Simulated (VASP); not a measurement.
Write the native input for VASP 6.6.1 that does the following.

```
Task                   : single point
Functional             : PBE
Potentials or basis    : VASP PAW PBE potentials, release 64 (Li_sv, O)
Cutoff                 : 750 eV
k mesh                 : 10 × 10 × 10
Occupations            : gaussian, width 0.05 eV
Spin                   : no spin polarisation
Dipole correction      : no
Further INCAR settings : ALGO = Normal; EDIFF = 1e-06; NBANDS = 13
```

The structure of Li2O lies in POSCAR:

```
Li2O
1.0
    0.0000000000      2.3095000000      2.3095000000
    2.3095000000      0.0000000000      2.3095000000
    2.3095000000      2.3095000000      0.0000000000
Li O
2 1
Direct
    0.2500000000      0.2500000000      0.2500000000
    0.7500000000      0.7500000000      0.7500000000
    0.0000000000      0.0000000000      0.0000000000
```

One way to write it, as run:

INCAR

```
SYSTEM = Li2O
PREC = Accurate
ENCUT = 750
EDIFF = 1E-6
ISMEAR = 0
SIGMA = 0.05
LREAL = .FALSE.
LASPH = .TRUE.
NELM = 120
ALGO = Normal
ISIF = 2
LWAVE = .FALSE.
LCHARG = .FALSE.
GGA = PE
NBANDS = 13
GGA_COMPAT = .FALSE.
```

KPOINTS

```
Automatic mesh
0
G
  10 10 10
  0 0 0
```

Potentials or basis: VASP PAW PBE potentials, release 64 (Li_sv, O).

The run is started by

```bash
$ cat potpaw_PBE.64/Li_sv/POTCAR potpaw_PBE.64/O/POTCAR > POTCAR
$ mpirun -np 1 vasp_std > vasp.out
```

Results of the run:

```json
{"Pressure": "0.0 GPa", "Band gap on the k mesh": "4.98 eV, indirect (least direct gap 5.27 eV)"}
```

Run time: 30 s on 1 thread of Intel Xeon 6975P-C (shared host), peak memory 0.17 GiB.
